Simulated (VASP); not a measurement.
Write the native input for VASP 6.6.1 that does the following.

- Task: single point
- Functional: PBE
- Potentials or basis: VASP PAW PBE potentials, release 64 (Si)
- Cutoff: 520 eV
- k mesh: 10 × 10 × 10
- Occupations: gaussian, width 0.05 eV
- Spin: no spin polarisation
- Dipole correction: no
- Further INCAR settings: ALGO = Normal; EDIFF = 1e-06; NBANDS = 11

The structure of Si lies in POSCAR:

```
Si
1.0
    0.0000000000      2.8807677806      2.5828963921
    2.8807677806      0.0000000000      2.5828963921
    2.8807677806      2.8807677806      0.0000000000
Si
2
Direct
    0.5000000000      0.5000000000      0.5000000000
    0.7500000000      0.7500000000      0.7500000000
```

One way to write it, as run:

INCAR

```
SYSTEM = Si
PREC     = Accurate       ! precision mode
ENCUT    = 520            ! plane-wave cutoff, eV
EDIFF    = 1E-6           ! SCF threshold, eV
ISMEAR   = 0              ! smearing method
SIGMA    = 0.05           ! smearing width, eV
LREAL    = .FALSE.        ! projectors in reciprocal space
LASPH    = .TRUE.         ! aspherical terms in the spheres
NELM     = 100            ! most SCF steps
ALGO     = Normal         ! electronic algorithm
ISIF     = 2              ! what is computed and relaxed
LWAVE    = .FALSE.        ! write WAVECAR
LCHARG   = .TRUE.         ! write CHGCAR
GGA      = PE             ! functional
LELF     = .TRUE.         ! ELF
LVHAR    = .TRUE.       
NBANDS   = 11             ! bands
```

KPOINTS

```
regular mesh
0
G
  10 10 10
  0 0 0
```

Potentials or basis: VASP PAW PBE potentials, release 64 (Si).

Run with:

```bash
$ cat potpaw_PBE.64/Si/POTCAR > POTCAR
$ mpirun -np 1 vasp_std > vasp.out
```

It gave:

```json
{"Pressure": "-4.1 GPa", "Band gap on the k mesh": "zero (bands 4 and 5 overlap by 0.38 eV)"}
```

Caveat: the cell stands under tension; semilocal functionals underestimate gaps, so a narrow gap can read as zero.

Run time: 48 s on 1 thread of AMD EPYC 7R13, with other jobs on the host, peak memory 0.15 GiB.
